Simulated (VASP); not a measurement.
A run of VASP 6.6.1 is set up as follows.

INCAR

```
SYSTEM = TaN
PREC = Accurate
ENCUT = 600
EDIFF = 1E-7
ISMEAR = 0
SIGMA = 0.1
LREAL = .FALSE.
LASPH = .TRUE.
NELM = 60
ALGO = Normal
ISIF = 3
LWAVE = .FALSE.
LCHARG = .FALSE.
GGA = PE
IBRION = 2
NSW = 90
EDIFFG = -0.04
```

File KPOINTS:

```
regular mesh
0
G
  6 6 6
  0 0 0
```

The input POSCAR:

```
TaN
1.0
   -1.9918827500      2.0403509400      2.0531032100
    1.9918827500     -2.0403509400      2.0531032100
    1.9918827500      2.0403509400     -2.0531032100
Ta N
1 1
Direct
    0.0000000000      0.0000000000      0.0000000000
    0.5000000000      0.0000000000      0.5000000000
```

Potentials or basis: VASP PAW PBE potentials, release 64 (Ta_pv, N).

Run with:

```console
$ cat potpaw_PBE.64/Ta_pv/POTCAR potpaw_PBE.64/N/POTCAR > POTCAR
$ mpirun -np 1 vasp_std > vasp.out
```

Q: What does it give for the relaxed volume?

A: 10.81 Å³/atom.

Q: Estimate the space group after relaxing (to 0.05 Å).

A: Immm (No. 71).

Q: Predict the band gap on the k mesh.

A: Zero (band 8 reaches 11.11 eV, above the bottom of band 9 at 7.26 eV).

Final structure:
```cif
data_structure
_symmetry_space_group_name_H-M 'P 1'
_symmetry_Int_Tables_number 1
_cell_length_a 3.1278
_cell_length_b 3.1278
_cell_length_c 3.1278
_cell_angle_alpha 120.975
_cell_angle_beta 90.014
_cell_angle_gamma 119.018
_cell_volume 21.63
loop_
_atom_site_label
_atom_site_type_symbol
_atom_site_fract_x
_atom_site_fract_y
_atom_site_fract_z
_atom_site_occupancy
Ta1 Ta 0.00000 0.00000 0.00000 1
N1 N 0.50000 0.00000 0.50000 1
```

Caveat: the k points lie up to 0.47 Å⁻¹ apart in the final cell; the volume moved by over 15 % at a fixed basis, so the end points are rough; spin-orbit coupling is left out, which moves the levels of the heavy elements.
